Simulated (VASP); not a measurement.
# Pt (Im-3m) in VASP: notebook

Runs on Pt. Level: PBEsol. Tasks: single point, relaxation of cell and atoms.

Everything below comes from runs of VASP 6.6.1. Logs are shortened: lines on timing, memory, paths and dates and some standing lists are left out, and cuts for length are marked.

**1. The cell of the first run**

The structure is cubic, space group Im-3m (No. 229). The conventional cell has a = 3.127 Å, b = 3.127 Å, c = 3.127 Å, α = 90.00°, β = 90.00°, γ = 90.00°. Pt (site symmetry m-3m) has 14 Pt at 2.71 to 3.13 Å within 3.6 Å.

This isn't the form of Pt at room conditions, which is fcc.

**2. Single point, PBEsol**

The input, INCAR:

```
SYSTEM = Pt
ALGO = Normal
EDIFF = 1E-6
ENCUT = 500
GGA = PS
GGA_COMPAT = .False.
ISIF = 2
ISMEAR = 0
LASPH = .True.
LCHARG = .False.
LREAL = .False.
LWAVE = .False.
NBANDS = 11
NELM = 120
PREC = Accurate
SIGMA = 0.1
```

The input, KPOINTS:

```
k-points
0
Gamma
  8 8 8
  0 0 0
```

The input, POSCAR:

```
Pt
1.0
   -1.5634788825      1.5634788825      1.5634788825
    1.5634788825     -1.5634788825      1.5634788825
    1.5634788825      1.5634788825     -1.5634788825
Pt
1
Direct
    0.0000000000      0.0000000000      0.0000000000
```

Potentials or basis: VASP PAW PBE potentials, release 64 (Pt).

Started as:

```sh
$ cat potpaw_PBE.64/Pt/POTCAR > POTCAR
$ mpirun -np 1 vasp_std > vasp.out
```

OUTCAR:

```text
SYSTEM = Pt
   EDIFF = 1E-6
   ENCUT = 500
   GGA = PS
   ISIF = 2
   ISMEAR = 0
   LASPH = .True.
   LREAL = .False.
   NELM = 120
   PREC = Accurate

 ion  position               nearest neighbor table
   1  0.000  0.000  0.000-

  LATTYP: Found a body centered cubic cell.
 ALAT       =     3.1269577650

  Lattice vectors:

 A1 = (  -1.5634788825,   1.5634788825,   1.5634788825)
 A2 = (   1.5634788825,  -1.5634788825,   1.5634788825)
 A3 = (   1.5634788825,   1.5634788825,  -1.5634788825)

Analysis of symmetry for initial positions (statically):
=====================================================================
 Subroutine PRICEL returns:
 Original cell was already a primitive cell.

 Routine SETGRP: Setting up the symmetry group for a
 body centered cubic supercell.

 Subroutine GETGRP returns: Found 48 space group operations
 (whereof 48 operations were pure point group operations)
 out of a pool of 48 trial point group operations.

The static configuration has the point symmetry O_h .

Analysis of symmetry for dynamics (positions and initial velocities):
=====================================================================
 Subroutine PRICEL returns:
 Original cell was already a primitive cell.

 Routine SETGRP: Setting up the symmetry group for a
 body centered cubic supercell.

 Subroutine GETGRP returns: Found 48 space group operations
 (whereof 48 operations were pure point group operations)
 out of a pool of 48 trial point group operations.

The dynamic configuration has the point symmetry O_h .

 Subroutine INISYM returns: Found 48 space group operations
 (whereof 48 operations are pure point group operations),
 and found     1 'primitive' translations

----------------------------------------------------------------------------------------

                                     Primitive cell

  volume of cell :      15.2875

  direct lattice vectors                    reciprocal lattice vectors
    -1.563478882  1.563478882  1.563478882     0.000000000  0.319799650  0.319799650
     1.563478882 -1.563478882  1.563478882     0.319799650  0.000000000  0.319799650
     1.563478882  1.563478882 -1.563478882     0.319799650  0.319799650  0.000000000

  length of vectors
     2.708024861  2.708024861  2.708024861     0.452265003  0.452265003  0.452265003

  position of ions in fractional coordinates (direct lattice)
     0.000000000  0.000000000  0.000000000

  ion indices of the primitive-cell ions
   primitive index   ion index
                 1           1

----------------------------------------------------------------------------------------

 KPOINTS: k-points

Automatic generation of k-mesh.
 Grid dimensions read from file:
 generate k-points for:    8    8    8

 Generating k-lattice:

  Cartesian coordinates                     Fractional coordinates (reciprocal lattice)
     0.000000000  0.039974956  0.039974956     0.125000000  0.000000000  0.000000000
     0.039974956  0.000000000  0.039974956     0.000000000  0.125000000  0.000000000
     0.039974956  0.039974956  0.000000000     0.000000000  0.000000000  0.125000000

  Length of vectors
     0.056533125  0.056533125  0.056533125

  Shift w.r.t. Gamma in fractional coordinates (k-lattice)
     0.000000000  0.000000000  0.000000000

 Subroutine IBZKPT returns following result:
 ===========================================

 Found     29 irreducible k-points:

 Following reciprocal coordinates:
            Coordinates               Weight
  0.000000  0.000000  0.000000      1.000000
  0.125000  0.000000  0.000000     12.000000
  0.250000  0.000000  0.000000     12.000000
  0.375000  0.000000  0.000000     12.000000
  0.500000  0.000000  0.000000      6.000000
  0.125000  0.125000  0.000000     24.000000
[... 16 lines left out ...]
 -0.250000  0.250000  0.250000      6.000000
 -0.375000  0.375000  0.250000     24.000000
 [... further k-points ...]
   k-points           NKPTS =     29   k-points in BZ     NKDIM =     29   number of bands    NBANDS=     11
   number of dos      NEDOS =    301   number of ions     NIONS =      1
   total plane-waves  NPLWV =   8000
   dimension x,y,z NGX =    20 NGY =   20 NGZ =   20
   dimension x,y,z NGXF=    40 NGYF=   40 NGZF=   40
   ions per type =               1
   NGX,Y,Z   is equivalent  to a cutoff of  12.28, 12.28, 12.28 a.u.
   NGXF,Y,Z  is equivalent  to a cutoff of  24.56, 24.56, 24.56 a.u.
 SYSTEM =  Pt
   PREC   = accura    normal or accurate (medium, high low for compatibility)
   ISTART =      0    job   : 0-new  1-cont  2-samecut
   ICHARG =      2    charge: 1-file 2-atom 10-const
   ISPIN  =      1    spin polarized calculation?
   LNONCOLLINEAR =      F non collinear calculations
   LSORBIT =      F    spin-orbit coupling
   LASPH  =      T    aspherical Exc in radial PAW
   ENCUT  =  500.0 eV  36.75 Ry    6.06 a.u.   4.94  4.94  4.94*2*pi/ulx,y,z
   NELM   =    120;   NELMIN=  2; NELMDL= -5     # of ELM steps
   EDIFF  = 0.1E-05   stopping-criterion for ELM
   LREAL  =      F    real-space projection
   EDIFFG = 0.1E-04   stopping-criterion for IOM
   NSW    =      0    number of steps for IOM
   IBRION =     -1    ionic relax: 0-MD 1-quasi-New 2-CG
   NFREE  =      0    steps in history (QN), initial steepest desc. (CG)
   ISIF   =      2    stress and relaxation
   ISYM   =      2    0-nonsym 1-usesym 2-fastsym
   POTIM  = 0.5000    time-step for ionic-motion
   TEBEG  =    0.0;   TEEND  =   0.0 temperature during run
   PSTRESS=    0.0 pullay stress
   NELECT =      10.0000    total number of electrons
   NUPDOWN=      -1.0000    fix difference up-down
   EMIN   =  10.00;   EMAX   =-10.00  energy-range for DOS
   EFERMI =   0.00;   METHOD = LEGACY
   ISMEAR =     0;   SIGMA  =   0.10  broadening in eV -4-tet -1-fermi 0-gaus
   EFERMI_NEDOS =   21; number of points for ismear=-14 and -15
   IALGO  =     38    algorithm
   IMIX   =      4    mixing-type and parameters
     AMIX     =   0.40;   BMIX     =  1.00
     AMIX_MAG =   1.60;   BMIX_MAG =  1.00
  volume/ion in A,a.u.               =      15.29       103.17
  Fermi-wavevector in a.u.,A,eV,Ry     =   1.421116  2.685520 27.477921  2.019570
  Thomas-Fermi vector in A             =   2.541960
   LORBIT       =      0    0 simple, 1 ext, 2 COOP (PROOUT), +10 PAW based schemes
   GGA     = PS    functional components
   LHFCALC =     F    Hartree Fock is set to
   AEXX    =    0.0000 exact exchange contribution
   IVDW    =     0    specifies the selected vdW correction
   LEPSILON=     F    determine dielectric tensor
   LRPA    =     F    only Hartree local field effects (RPA)
 non-spin polarized calculation
 Gauss-broadening in eV      SIGMA  =   0.10
  energy-cutoff  :      500.00
  volume of cell :       15.29
 maximum number of plane-waves:       402
   NGX =  9   NGY =  9   NGZ =  9

 number of electron      10.0000000 magnetization

 number of electron       9.9999997 magnetization

 Free energy of the ion-electron system (eV)
  ---------------------------------------------------
  ext. energy  EPLUGINS =         0.00000000
  ---------------------------------------------------
  free energy    TOTEN  =        -6.78352805 eV

  energy without entropy =       -6.76753333  energy(sigma->0) =       -6.77553069

 E-fermi :  10.6804     XC(G=0): -13.5386

 val. band max:       10.6748917261   @ k =  -0.3750   0.3750   0.1250
 cond. band min:      10.6908253049   @ k =   0.2500   0.1250   0.0000
 fundamental gap:      0.0159335787
 Fermi energy:        10.6804483623

 k-point     1 :       0.0000    0.0000    0.0000
  band No.  band energies     occupation
      1       0.7051      2.00000
      2       6.9630      2.00000
      3       6.9630      2.00000
      4       6.9630      2.00000
      5       9.5969      2.00000
      6       9.5969      2.00000
      7      27.6868      0.00000
      8      27.6868      0.00000
      9      27.6868      0.00000
     10      38.1116      0.00000
     11      38.1116      0.00000

 k-point     2 :       0.1250    0.0000    0.0000
  band No.  band energies     occupation
      1       1.3447      2.00000
      2       6.7118      2.00000
      3       6.9477      2.00000
      4       7.4906      2.00000
      5       9.3132      2.00000
      6       9.6173      2.00000
      7      27.8770      0.00000
      8      28.0366      0.00000
      9      28.6465      0.00000
     10      34.2484      0.00000
     11      34.5861      0.00000

 k-point     3 :       0.2500    0.0000    0.0000
  band No.  band energies     occupation
      1       2.8709      2.00000
      2       6.1535      2.00000
      3       6.9866      2.00000
      4       8.9407      2.00000
      5       9.1402      2.00000
      6       9.7079      2.00000
      7      25.3857      0.00000
      8      26.7132      0.00000
      9      31.2024      0.00000
     10      32.6958      0.00000
     11      33.5405      0.00000

 k-point     4 :       0.3750    0.0000    0.0000
  band No.  band energies     occupation
      1       3.7060      2.00000
      2       5.6504      2.00000
      3       8.4704      2.00000
      4       9.4751      2.00000
      5       9.8631      2.00000
      6      10.7886      0.12607
      7      20.2672      0.00000
      8      24.6814      0.00000
      9      28.5206      0.00000
     10      34.4060      0.00000
     11      34.8150      0.00000

 k-point     5 :       0.5000    0.0000    0.0000
  band No.  band energies     occupation
      1       3.7077      2.00000
      2       5.4552      2.00000
      3       9.4083      2.00000
      4       9.9492      2.00000
      5      10.7112      0.66320
      6      11.7648      0.00000
      7      17.1796      0.00000
      8      23.8492      0.00000
      9      26.7066      0.00000
     10      34.8124      0.00000
     11      36.0589      0.00000
[... 211 lines left out ...]
 k-point    21 :      -0.3750   -0.3750    0.1250
  band No.  band energies     occupation
      1       5.8142      2.00000
      2       5.9773      2.00000
      3       5.9773      2.00000
      4      10.0027      2.00000
      5      10.0027      2.00000
      6      16.8541      0.00000
      7      18.5874      0.00000
      8      18.5874      0.00000
      9      31.0472      0.00000
     10      31.1972      0.00000
     11      31.1972      0.00000

 k-point    22 :       0.2500    0.2500    0.2500
  band No.  band energies     occupation
      1       6.1045      2.00000
      2       6.1045      2.00000
      3       6.1045      2.00000
      4      10.0228      2.00000
      5      10.0228      2.00000
      6      15.4782      0.00000
      7      20.2044      0.00000
      8      20.2044      0.00000
      9      20.2044      0.00000
     10      38.8305      0.00000
     11      38.8305      0.00000

 k-point    23 :      -0.2500    0.2500    0.2500
  band No.  band energies     occupation
      1       4.6836      2.00000
      2       6.5216      2.00000
      3       7.7146      2.00000
      4       7.7146      2.00000
      5       8.8426      2.00000
      6      10.6685      1.13422
      7      25.3401      0.00000
      8      27.4296      0.00000
      9      27.4296      0.00000
     10      28.6567      0.00000
     11      36.9493      0.00000

 k-point    24 :      -0.3750    0.3750    0.2500
  band No.  band energies     occupation
      1       5.1876      2.00000
      2       5.7745      2.00000
      3       7.7249      2.00000
      4       8.4147      2.00000
      5      10.4258      1.99968
      6      12.3301      0.00000
      7      21.6199      0.00000
      8      24.4484      0.00000
      9      26.7261      0.00000
     10      29.8072      0.00000
     11      36.4933      0.00000

 [... further k-points ...]

------------------------ aborting loop because EDIFF is reached ----------------------------------------

  FORCE on cell =-STRESS in cart. coord.  units (eV):
  Direction    XX          YY          ZZ          XY          YZ          ZX
  --------------------------------------------------------------------------------------
  -------------------------------------------------------------------------------------
  Total       -0.0317965     -0.0317965     -0.0317965     -0.0000000     -0.0000000      0.0000000
  in kB       -3.3323754     -3.3323754     -3.3323754     -0.0000000     -0.0000000      0.0000000
  external PRESSURE =      -3.3323754 kB  Pullay stress =       0.0000000 kB

 VOLUME and BASIS-vectors are now :
 -----------------------------------------------------------------------------
  energy-cutoff  :      500.00
  volume of cell :       15.29
      direct lattice vectors                 reciprocal lattice vectors
    -1.563478882  1.563478882  1.563478882     0.000000000  0.319799650  0.319799650
     1.563478882 -1.563478882  1.563478882     0.319799650  0.000000000  0.319799650
     1.563478882  1.563478882 -1.563478882     0.319799650  0.319799650  0.000000000

 POSITION                                       TOTAL-FORCE (eV/Angst)
 -----------------------------------------------------------------------------------
      0.00000      0.00000      0.00000         0.000000      0.000000     -0.000000
 -----------------------------------------------------------------------------------
    total drift:                                0.000000      0.000000      0.000000

  FREE ENERGIE OF THE ION-ELECTRON SYSTEM (eV)
  ---------------------------------------------------
  free  energy   TOTEN  =        -6.7835280550 eV

  energy  without entropy=       -6.7675333339  energy(sigma->0) =       -6.77553069
```

Wall time 4 s (1 thread of Intel Xeon 6975P-C (Granite Rapids), shared host); peak memory 0.13 GiB.

What came out:

- Free energy: -6.7835 eV
- Pressure: -0.3 GPa
- Band gap on the k mesh: zero (bands 5 and 6 overlap by 2.08 eV)

Caveat: the PAW data sets were made with another functional, which shifts forces and pressure a little; spin-orbit coupling is left out, which moves the levels of the heavy elements.

**3. Relaxation of cell and atoms, PBEsol**

This run uses another cell than the first one, of 15.90 Å³/atom.

The input, INCAR:

```
ALGO = Normal
EDIFF = 1E-7
EDIFFG = -0.04
ENCUT = 500
GGA = PS
GGA_COMPAT = False
IBRION = 2
ISIF = 3
ISMEAR = 0
LASPH = True
LCHARG = False
LREAL = False
LWAVE = False
NELM = 120
NELMIN = 4
NSW = 90
PREC = Accurate
SIGMA = 0.1
```

The input, KPOINTS:

```
k-points
0
Gamma
  8 8 8
```

The input, POSCAR:

```
Pt
1.0
   -1.5842200000      1.5842200000      1.5842200000
    1.5842200000     -1.5842200000      1.5842200000
    1.5842200000      1.5842200000     -1.5842200000
Pt
1
Direct
    0.0000000000      0.0000000000      0.0000000000
```

Potentials or basis: VASP PAW PBE potentials, release 64 (Pt).

Started as:

```sh
$ cat potpaw_PBE.64/Pt/POTCAR > POTCAR
$ mpirun -np 1 vasp_std > vasp.out
```

Wall time 7.5 s (1 thread of Intel Xeon 6975P-C (Granite Rapids), shared host); peak memory 0.13 GiB.

Results (log left out):

- Free energy: -6.7840 eV
- Relaxed volume: 15.29 Å³/atom
- Relaxed cell: a = 2.708 Å, b = 2.708 Å, c = 2.708 Å, α = 109.47°, β = 109.47°, γ = 109.47°
- Space group after relaxing (to 0.1 Å): Im-3m (No. 229)
- Energy gained by relaxing: 20.2 meV/atom
- Ionic steps: 3
- Pressure after relaxing: -0.3 GPa
- Band gap on the k mesh: zero (bands 5 and 6 overlap by 2.08 eV)

Step by step:
```
step  energy change (eV)  largest force (eV/Å)  pressure (GPa)  volume (Å³)
   1              0.0000                0.0000           -9.79        15.90
   2              0.1322                0.0000           36.78        13.77
   3             -0.0202                0.0000           -0.30        15.29
```

Final structure:
```
CELL_PARAMETERS angstrom
-1.56341 1.56341 1.56341
1.56341 -1.56341 1.56341
1.56341 1.56341 -1.56341
ATOMIC_POSITIONS crystal
Pt 0.00000 0.00000 0.00000
```

Levels at points of the mesh, in eV from the Fermi level:
```
           k point  band 3  band 4  band 5  band 6  band 7  band 8
(0.00, 0.00, 0.00)   -3.72   -3.72   -1.08   -1.08   17.01   17.01
(0.50, 0.00, 0.00)   -1.27   -0.73    0.03    1.08    6.50   13.17
(0.50, 0.50, 0.50)    0.53    0.53    0.53    7.62    7.62    7.62
```

Caveat: the PAW data sets were made with another functional, which shifts forces and pressure a little; spin-orbit coupling is left out, which moves the levels of the heavy elements.
